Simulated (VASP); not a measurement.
ZnS, 4 atoms in the cell. Symmetry: Imm2, No. 44, orthorhombic system. The conventional cell has a = 3.851 Å, b = 3.925 Å, c = 5.380 Å, α = 90.00°, β = 90.00°, γ = 90.00°. Within 3.1 Å of Zn (site symmetry mm2) lie 4 S at 2.36 to 2.37 Å. Within 3.1 Å of S (site symmetry mm2) lie 4 Zn at 2.36 to 2.37 Å.  This cell differs from its parent crystal: uniaxial strain along a: +2.0 %, then relaxed in part.

```yaml
Program: VASP 6.6.1
Task: single point
Functional: PBE
Potentials_or_basis: VASP PAW PBE potentials, release 64 (Zn, S)
Cutoff: 520 eV
k_mesh: 8 × 8 × 6
Occupations: gaussian, width 0.02 eV
Spin: no spin polarisation
Dipole_correction: no
Further_INCAR_settings: ALGO = Normal; EDIFF = 1e-07; NBANDS = 26
```

Potentials or basis: VASP PAW PBE potentials, release 64 (Zn, S).

Launch:

```bash
$ cat potpaw_PBE.64/Zn/POTCAR potpaw_PBE.64/S/POTCAR > POTCAR
$ mpirun -np 1 vasp_std > vasp.out
```

Hardware: 1 thread of AMD EPYC 7R43 64-Core Processor (Zen 3), with other jobs on the host.

Problem. How long does it take, and how much memory?

Solution. Run time: 3.5 min on 1 thread of AMD EPYC 7R43 64-Core Processor (Zen 3), on a shared host, peak memory 0.27 GiB. Counts: scf iterations 14, k points 100.
